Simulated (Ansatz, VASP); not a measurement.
HfN: VASP beside Ansatz

```
Hf N
1.0
     3.09901    0.00000    0.00000
    -1.54951    2.68383    0.00000
     0.00000    0.00000    2.91300
Hf N
1 1
Cartesian
  0.0000 0.0000 0.0000
  1.5495 0.8946 1.4565
```

Alike in both runs: task single point; functional PBEsol; k mesh 14 × 14 × 12; occupations gaussian, width 0.05 eV; no spin polarisation.

|  | VASP | Ansatz |
| --- | --- | --- |
| version | VASP 6.6.1 | Ansatz 0.2.0 |
| potentials or method | VASP PAW PBE potentials, release 64 (Hf_pv, N), cutoff 600 eV | scalar-relativistic, plane waves, PAW |
| valence electrons in the cell | 15 | 31 |

|  | VASP | Ansatz | Ansatz less VASP |
| --- | --- | --- | --- |
| gap on the k mesh at the Fermi level (eV) | none | none | - |
| pressure (GPa) | -9.7 | -7.8 | +1.89 |
| traceless stress, the component that is largest in VASP (GPa) | -1.00 | -0.70 | +0.302 |

VASP's potentials were made for PBE, not for PBEsol. A gap of «none» marks a metal or a gap that the smearing closes. VASP's potentials hold 15 valence electrons a cell and Ansatz's 31, so a difference there can come from the potentials and not from the codes.

Spin-orbit coupling is off throughout.
